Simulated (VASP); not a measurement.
# Al2O3: single point with PBEsol

Crystal: Al2O3.

```
Al O
1.0
     2.90343    0.00000    0.00000
    -1.45171    2.51444    0.00000
     0.00000    0.00000    9.39859
Al O
2 3
Direct
  0.00000 0.00000 0.85001
  0.00000 0.00000 0.14999
  0.33333 0.66667 0.77768
  0.66667 0.33333 0.00000
  0.33333 0.66667 0.22232
```

| Quantity | Value |
| --- | --- |
| Program | VASP 6.6.1 |
| Task | single point |
| Functional | PBEsol |
| Potentials or basis | VASP PAW PBE potentials, release 64 (Al, O) |
| Cutoff | 520 eV |
| k mesh | 11 × 11 × 3 |
| Occupations | fermi-dirac, width 0.05 eV |
| Spin | no spin polarisation |

```json
{"Pressure": "-5.4 GPa", "Largest force": "0.364 eV/Å", "Band gap on the k mesh": "4.57 eV (least direct gap 4.80 eV)"}
```

Forces in eV/Å, atoms in the order of the input:
```
Al   0.000  0.000  0.025
Al   0.000  0.000 -0.025
O    0.000  0.000  0.364
O    0.000  0.000  0.000
O    0.000  0.000 -0.364
```

Stress tensor (GPa, compression positive):
```
-6.10  0.00  0.00
 0.00 -6.10  0.00
 0.00  0.00 -3.89
```

Levels at points of the mesh, in eV from the valence-band top:
| k point | band 8 | band 9 | band 10 | band 11 | band 12 | band 13 | band 14 | band 15 | band 16 | band 17 |
| --- | --- | --- | --- | --- | --- | --- | --- | --- | --- | --- |
| (0.00, 0.00, 0.00) | -1.25 | -1.25 | -0.51 | -0.51 | -0.23 | 4.57 | 7.32 | 7.53 | 9.09 | 12.73 |

Run time: 56 s on 1 thread of Intel Xeon 8259CL, on a shared host, peak memory 0.2 GiB.

Caveat: the cell stands under tension; the PAW data sets were made with another functional, which shifts forces and pressure a little; an odd mesh through Γ misses points on the zone boundary, where band edges can lie.
